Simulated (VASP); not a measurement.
# Ta (Im-3m) in VASP: a series of runs, part 2 of 2

VASP 6.6.1. Earlier steps stand in the parts before.

**3. Single point, PBE**

This run uses another cell than the first one, of 16.76 Å³/atom, 0.926 times its volume.

Contents of INCAR:

```
SYSTEM = Ta
PREC = Accurate ; ENCUT = 520
EDIFF = 1E-7 ; ISMEAR = 0
SIGMA = 0.1 ; LREAL = .FALSE.
LASPH = .TRUE. ; NELM = 60
ALGO = Normal ; ISIF = 2
LWAVE = .FALSE. ; LCHARG = .FALSE.
GGA = PE ; NBANDS = 12
```

Contents of KPOINTS:

```
Automatic mesh
0
G
  8 8 8
  0 0 0
```

Contents of POSCAR:

```
Ta
1.0
   -1.6120325793      1.6120325793      1.6120325793
    1.6120325793     -1.6120325793      1.6120325793
    1.6120325793      1.6120325793     -1.6120325793
Ta
1
Direct
    0.0000000000      0.0000000000      0.0000000000
```

Potentials or basis: VASP PAW PBE potentials, release 64 (Ta_pv).

The run is started by

```console
cat potpaw_PBE.64/Ta_pv/POTCAR > POTCAR
mpirun -np 1 vasp_std > vasp.out
```

OUTCAR:

```text
SYSTEM = Ta
   PREC = Accurate
   ENCUT = 520
   EDIFF = 1E-7
   ISMEAR = 0
   LREAL = .FALSE.
   LASPH = .TRUE.
   NELM = 60
   ISIF = 2
   GGA = PE

 ion  position               nearest neighbor table
   1  0.000  0.000  0.000-

  LATTYP: Found a body centered cubic cell.
 ALAT       =     3.2240651586

  Lattice vectors:

 A1 = (  -1.6120325793,   1.6120325793,   1.6120325793)
 A2 = (   1.6120325793,  -1.6120325793,   1.6120325793)
 A3 = (   1.6120325793,   1.6120325793,  -1.6120325793)

[... 530 lines left out ...]
      4       3.1030      2.00000
      5       3.8594      2.00000
      6       7.4214      0.00000
      7       8.1762      0.00000
      8      11.9683      0.00000
      9      12.1758      0.00000
     10      20.9914      0.00000
     11      21.2574      0.00000
     12      23.6640      0.00000

 [... further k-points ...]
[... 5 lines left out ...]
  --------------------------------------------------------------------------------------
  -------------------------------------------------------------------------------------
  Total        1.9662786      1.9662786      1.9662786     -0.0000000     -0.0000000      0.0000000
  in kB      188.0070768    188.0070768    188.0070768     -0.0000000     -0.0000000      0.0000000
  external PRESSURE =     188.0070768 kB  Pullay stress =       0.0000000 kB

 VOLUME and BASIS-vectors are now :
 -----------------------------------------------------------------------------
  energy-cutoff  :      520.00
  volume of cell :       16.76
      direct lattice vectors                 reciprocal lattice vectors
    -1.612032579  1.612032579  1.612032579     0.000000000  0.310167429  0.310167429
     1.612032579 -1.612032579  1.612032579     0.310167429  0.000000000  0.310167429
     1.612032579  1.612032579 -1.612032579     0.310167429  0.310167429  0.000000000

 POSITION                                       TOTAL-FORCE (eV/Angst)
 -----------------------------------------------------------------------------------
      0.00000      0.00000      0.00000        -0.000000      0.000000     -0.000000
 -----------------------------------------------------------------------------------
    total drift:                                0.000000      0.000000     -0.000000

  FREE ENERGIE OF THE ION-ELECTRON SYSTEM (eV)
  ---------------------------------------------------
  free  energy   TOTEN  =       -11.7618820313 eV

  energy  without entropy=      -11.7586681624  energy(sigma->0) =      -11.76027510
```

Wall time 7.5 s (1 thread of Intel Xeon 6975P-C, shared host); peak memory 0.14 GiB.

What came out:

```yaml
Free_energy: -11.7619 eV
Pressure: 18.8 GPa
```

Caveat: spin-orbit coupling is left out, which moves the levels of the heavy elements.

**4. Single point, PBE**

Contents of INCAR:

```
PREC = Accurate
ENCUT = 520
EDIFF = 1E-6
ISMEAR = 0
SIGMA = 0.1
LREAL = F
LASPH = T
NELM = 80
ALGO = Normal
ISIF = 2
LWAVE = F
LCHARG = F
GGA = PE
NBANDS = 12
```

Contents of KPOINTS:

```
Automatic mesh
0
Gamma
  8 8 8
```

Contents of POSCAR:

```
Ta
1.0
   -1.6539927033      1.6539927033      1.6539927033
    1.6539927033     -1.6539927033      1.6539927033
    1.6539927033      1.6539927033     -1.6539927033
Ta
1
Direct
    0.0000000000      0.0000000000      0.0000000000
```

The run is started by

```console
cat potpaw_PBE.64/Ta_pv/POTCAR > POTCAR
mpirun -np 1 vasp_std > vasp.out
```

Run time: 4.5 s. Hardware: 1 thread of Intel Xeon 6975P-C, shared host; peak memory 0.14 GiB.

It converged, with:

| Property | Result |
| --- | --- |
| Free energy | -11.8364 eV |
| Pressure | 0.1 GPa |

Levels at points of the mesh, in eV from the Fermi level:
```
           k point  band 1  band 2  band 3  band 4  band 5  band 6  band 7  band 8  band 9  band 10
(0.00, 0.00, 0.00)  -33.08  -33.08  -33.08   -7.92    0.73    0.73    0.73    3.98    3.98    14.70
(0.50, 0.00, 0.00)  -34.24  -33.46  -33.09   -4.37   -1.54    1.54    3.86    4.89    7.75    11.65
(0.50, 0.50, 0.50)  -33.89  -33.89  -33.89   -3.79   -3.79    6.80    6.80    6.80    8.59     8.59
```

Caveat: spin-orbit coupling is left out, which moves the levels of the heavy elements.

**5. Relaxation of cell and atoms, PBE**

This run uses another cell than the first one, of 16.76 Å³/atom, 0.926 times its volume.

Contents of INCAR:

```
PREC     = Accurate       # precision mode
ENCUT    = 600            # plane-wave cutoff, eV
EDIFF    = 1E-6           # SCF threshold, eV
ISMEAR   = 0              # smearing method
SIGMA    = 0.1            # smearing width, eV
LREAL    = False          # projectors in reciprocal space
LASPH    = True           # aspherical terms in the spheres
NELM     = 60             # most SCF steps
ALGO     = Normal         # electronic algorithm
ISIF     = 3              # what is computed and relaxed
LWAVE    = False          # write WAVECAR
LCHARG   = False          # write CHGCAR
GGA      = PE             # functional
IBRION   = 2              # ionic algorithm
NSW      = 80             # ionic steps
EDIFFG   = -0.05          # ionic threshold
```

KPOINTS is that of step 4.

Contents of POSCAR:

```
Ta
1.0
   -1.6120325793      1.6120325793      1.6120325793
    1.6120325793     -1.6120325793      1.6120325793
    1.6120325793      1.6120325793     -1.6120325793
Ta
1
Direct
    0.0000000000      0.0000000000      0.0000000000
```

The run is started by

```console
cat potpaw_PBE.64/Ta_pv/POTCAR > POTCAR
mpirun -np 1 vasp_std > vasp.out
```

Run time: 13 s. Hardware: 1 thread of Intel Xeon 6975P-C, shared host; peak memory 0.14 GiB.

It converged, with:

```yaml
Free_energy: -11.8364 eV
Relaxed_volume: 18.12 Å³/atom
Relaxed_cell: a = 2.866 Å, b = 2.866 Å, c = 2.866 Å, α = 109.47°, β = 109.47°, γ = 109.47°
Space_group_after_relaxing_to_0.05_Å: Im-3m (No. 229)
Energy_gained_by_relaxing: 74.1 meV/atom
Ionic_steps: 4
Pressure_after_relaxing: -0.1 GPa
```

The path:
```
step  energy change (eV)  largest force (eV/Å)  pressure (GPa)  volume (Å³)
   1              0.0000                0.0000           18.82        16.76
   2              0.2959                0.0000          -25.63        22.00
   3             -0.0737                0.0000           -1.23        18.22
   4             -0.0741                0.0000           -0.14        18.12
```

Final structure:
```cif
data_structure
_symmetry_space_group_name_H-M 'P 1'
_symmetry_Int_Tables_number 1
_cell_length_a 2.8660
_cell_length_b 2.8660
_cell_length_c 2.8660
_cell_angle_alpha 109.471
_cell_angle_beta 109.471
_cell_angle_gamma 109.471
_cell_volume 18.12
loop_
_atom_site_label
_atom_site_type_symbol
_atom_site_fract_x
_atom_site_fract_y
_atom_site_fract_z
_atom_site_occupancy
Ta1 Ta 0.00000 0.00000 0.00000 1
```

Levels at points of the mesh, in eV from the Fermi level:
```tsv
k point	band 3	band 4	band 5	band 6	band 7	band 8
(0.00, 0.00, 0.00)	-33.09	-7.92	0.73	0.73	0.73	3.98
(0.50, 0.00, 0.00)	-33.09	-4.37	-1.53	1.54	3.86	4.88
(0.50, 0.50, 0.50)	-33.89	-3.78	-3.78	6.79	6.79	6.79
```

Caveat: spin-orbit coupling is left out, which moves the levels of the heavy elements.

**6. Single point, PBE**

This run uses another cell than the first one, of 18.28 Å³/atom, 1.010 times its volume.

Contents of INCAR:

```
PREC = Accurate
ENCUT = 520
EDIFF = 1E-6
ISMEAR = 0
SIGMA = 0.1
LREAL = F
LASPH = T
NELM = 60
ALGO = Normal
ISIF = 2
LWAVE = F
LCHARG = T
GGA = PE
LELF = T
LVHAR = T
NBANDS = 12
```

Contents of KPOINTS:

```
Automatic mesh
0
Gamma
  18 18 18
```

Contents of POSCAR:

```
Ta
1.0
   -1.6595939798      1.6595939798      1.6595939798
    1.6595939798     -1.6595939798      1.6595939798
    1.6595939798      1.6595939798     -1.6595939798
Ta
1
Direct
    0.0000000000      0.0000000000      0.0000000000
```

Potentials or basis: VASP PAW PBE potentials, release 64 (Ta_pv).

The run is started by

```console
cat potpaw_PBE.64/Ta_pv/POTCAR > POTCAR
mpirun -np 1 vasp_std > vasp.out
```

It took 22 s on 1 thread of Intel Xeon 6975P-C, shared host; peak memory 0.17 GiB.

The run converged. Its results:

```
Free energy : -11.8163 eV
Pressure    : 0.0 GPa
```

Levels at points of the mesh, in eV from the Fermi level:
| k point | band 2 | band 3 | band 4 | band 5 | band 6 | band 7 | band 8 | band 9 |
| --- | --- | --- | --- | --- | --- | --- | --- | --- |
| (0.00, 0.00, 0.00) | -33.14 | -33.14 | -7.87 | 0.72 | 0.72 | 0.72 | 3.94 | 3.94 |
| (0.50, 0.00, 0.00) | -33.50 | -33.15 | -4.32 | -1.51 | 1.51 | 3.82 | 4.83 | 7.64 |
| (0.50, 0.50, 0.50) | -33.92 | -33.92 | -3.72 | -3.72 | 6.70 | 6.70 | 6.70 | 8.51 |

Caveat: spin-orbit coupling is left out, which moves the levels of the heavy elements.

**7. Summary**

| task | cell | k mesh | cutoff (eV) | gap on the mesh (eV) | pressure (GPa) | relaxed volume (Å³/atom) |
| --- | --- | --- | --- | --- | --- | --- |
| relaxation of cell and atoms | relaxed from a = 2.865 Å, angles 109.5°, 1 atom | 18 × 18 × 18 | 600 | none | 0.0 | 18.29 |
| single point | a = 2.792 Å, angles 109.5°, 1 atom | 8 × 8 × 8 | 520 | none | 18.8 | - |
| single point | a = 2.865 Å, angles 109.5°, 1 atom | 8 × 8 × 8 | 520 | none | 0.1 | - |
| relaxation of cell and atoms | relaxed from a = 2.792 Å, angles 109.5°, 1 atom | 8 × 8 × 8 | 600 | none | -0.1 | 18.12 |
| single point | a = 2.875 Å, angles 109.5°, 1 atom | 18 × 18 × 18 | 520 | none | 0.0 | - |

Alike in all rows: level PBE; potentials or basis VASP PAW PBE potentials, release 64 (Ta_pv); no spin polarisation; smearing gaussian 0.1 eV.

Caveats: spin-orbit coupling is left out, which moves the levels of the heavy elements.

Total energies depend on the potentials used, so only differences within one code and one set of settings carry meaning.
